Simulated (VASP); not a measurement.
Wanted: the native input for a VASP 6.6.1 run.

```yaml
Task: single point
Functional: RPBE
Potentials_or_basis: VASP PAW PBE potentials, release 64 (Li_sv)
Cutoff: 520 eV
k_mesh: 13 × 13 × 13
Occupations: fermi-dirac, width 0.1 eV
Spin: no spin polarisation
Dipole_correction: no
Further_INCAR_settings: ALGO = Normal; EDIFF = 1e-06; NBANDS = 8
```

The structure of Li lies in POSCAR:

```
Li
1.0
    2.8450813196      0.0000000000      0.0000000000
    0.0000000000      2.8450813196      0.0000000000
    0.0000000000      0.0000000000      2.8450813196
Li
1
Direct
    0.0000000000      0.0000000000      0.0000000000
```

This isn't the form of Li at room conditions, which is bcc.

These files were run (other wordings do the same):

INCAR

```
SYSTEM = Li
PREC = Accurate ; ENCUT = 520
EDIFF = 1E-6 ; ISMEAR = -1
SIGMA = 0.1 ; LREAL = .False.
LASPH = .True. ; NELM = 60
ALGO = Normal ; ISIF = 2
LWAVE = .False. ; LCHARG = .True.
GGA = RP ; LELF = .True.
LVHAR = .True. ; NBANDS = 8
```

KPOINTS

```
regular mesh
0
Gamma
  13 13 13
  0 0 0
```

Potentials or basis: VASP PAW PBE potentials, release 64 (Li_sv).

Command:

```bash
$ cat potpaw_PBE.64/Li_sv/POTCAR > POTCAR
$ mpirun -np 1 vasp_std > vasp.out
```

It gave:

- Band gap on the k mesh: zero (an odd number of electrons rules out a gap without spin polarisation)

Run time: 11 s on 1 thread of Intel Xeon 8259CL, on a shared host, peak memory 0.13 GiB.
